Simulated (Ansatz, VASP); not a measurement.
Two plane-wave programs on Sb

Contents of INCAR:

```
SYSTEM = Sb
ALGO = Normal ; EDIFF = 1E-6
ENCUT = 500 ; GGA = PS
GGA_COMPAT = .False. ; ISIF = 2
ISMEAR = 1 ; LASPH = .True.
LCHARG = .False. ; LREAL = .False.
LWAVE = .False. ; NBANDS = 12
NELM = 120 ; PREC = Accurate
SIGMA = 0.1
```

The input KPOINTS:

```
k-points
0
Gamma
  6 4 4
  0 0 0
```

File POSCAR:

```
Sb
1.0
    3.1224020000      0.0000000000      0.0000000000
    0.0000000000      4.3475180000      0.0000000000
   -0.0389150000      0.0000000000      4.4058520000
Sb
2
Direct
    0.9886110000      0.7500000000      0.7588340000
    0.0113890000      0.2500000000      0.2411660000
```

Input for Ansatz:

```yaml
crystal:
  lattice:
    - [3.122402, 0.0, 0.0]
    - [0.0, 4.347518, 0.0]
    - [-0.038915, 0.0, 4.405852]
  atoms:
    - { symbol: Sb, position: [0.988611, 0.75, 0.758834] }
    - { symbol: Sb, position: [0.011389, 0.25, 0.241166] }
kpoints:
  mp_grid:
    grid: [6, 4, 4]
hamiltonian:
  xc: pbesol
  pseudopotentials:
    kind: paw
scf:
  convergence:
    dr2_threshold: 1.0e-08
  occupations:
    method: cold
    width: 0.1
output:
  forces: true
  stress: true
  eigenvalues: true
```

Alike in both runs: task single point; functional PBEsol; k mesh 6 × 4 × 4; no spin polarisation.

|  | VASP | Ansatz |
| --- | --- | --- |
| version | VASP 6.6.1 | Ansatz 0.2.0 |
| potentials or method | VASP PAW PBE potentials, release 64 (Sb) | plane waves, PAW |
| plane-wave cutoff (eV) | 500 | 420 |
| occupations | methfessel-paxton of order 1, width 0.1 eV | cold, width 0.1 eV |
| valence electrons in the cell | 10 | 30 |

VASP gave:

| Quantity | Value |
| --- | --- |
| gap on the k mesh at the Fermi level (eV) | none |
| pressure (GPa) | -1.7 |
| traceless stress, the component that is largest in VASP (GPa) | -4.16 |
| rms of the force components (eV/Å) | 0.038 |

**Question.** Estimate Ansatz's values.

**Answer.** gap on the k mesh at the Fermi level (eV): none; pressure (GPa): -1.8; traceless stress, the component that is largest in VASP (GPa): -4.21; rms of the force components (eV/Å): 0.031.

VASP's potentials were made for PBE, not for PBEsol. Atom by atom the forces differ by 0.008 eV/Å (rms over components). A gap of «none» marks a metal or a gap that the smearing closes. VASP's potentials hold 10 valence electrons a cell and Ansatz's 30, so a difference there can come from the potentials and not from the codes. Ansatz's warnings: stress scf threshold loose.

The k mesh is coarse, so the values compare programs but aren't converged. Neither program's run includes spin-orbit coupling.
